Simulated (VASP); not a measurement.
Input of a VASP 6.6.1 run:

The input INCAR:

```
SYSTEM = WC
PREC = Accurate
ENCUT = 600
EDIFF = 1E-6
ISMEAR = -1
SIGMA = 0.1
LREAL = .FALSE.
LASPH = .TRUE.
NELM = 100
ALGO = Normal
ISIF = 3
LWAVE = .FALSE.
LCHARG = .FALSE.
GGA = CA
IBRION = 2
NSW = 60
EDIFFG = -0.005
```

Contents of KPOINTS:

```
Automatic mesh
0
G
  17 17 17
  0 0 0
```

Contents of POSCAR:

```
WC
1.0
    0.0000000000      2.1544346900      2.1544346900
    2.1544346900      0.0000000000      2.1544346900
    2.1544346900      2.1544346900      0.0000000000
W C
1 1
Direct
    0.0000000000      0.0000000000      0.0000000000
    0.5000000000      0.5000000000      0.5000000000
```

Potentials or basis: VASP PAW LDA potentials, release 64 (W_sv, C).

Command:

```console
$ cat potpaw_LDA.64/W_sv/POTCAR potpaw_LDA.64/C/POTCAR > POTCAR
$ mpirun -np 1 vasp_std > vasp.out
```

Estimate the relaxed cell.

a = 3.063 Å, b = 3.063 Å, c = 3.063 Å, α = 60.00°, β = 60.00°, γ = 60.00°.

What does it give for the relaxed volume?

10.16 Å³/atom.

Predict the space group after relaxing (to 0.05 Å).

Fm-3m (No. 225).

Final structure:
```
W C
1.0
     0.00000    2.16570    2.16570
     2.16570    0.00000    2.16570
     2.16570    2.16570    0.00000
W C
1 1
Direct
  0.00000 0.00000 0.00000
  0.50000 0.50000 0.50000
```
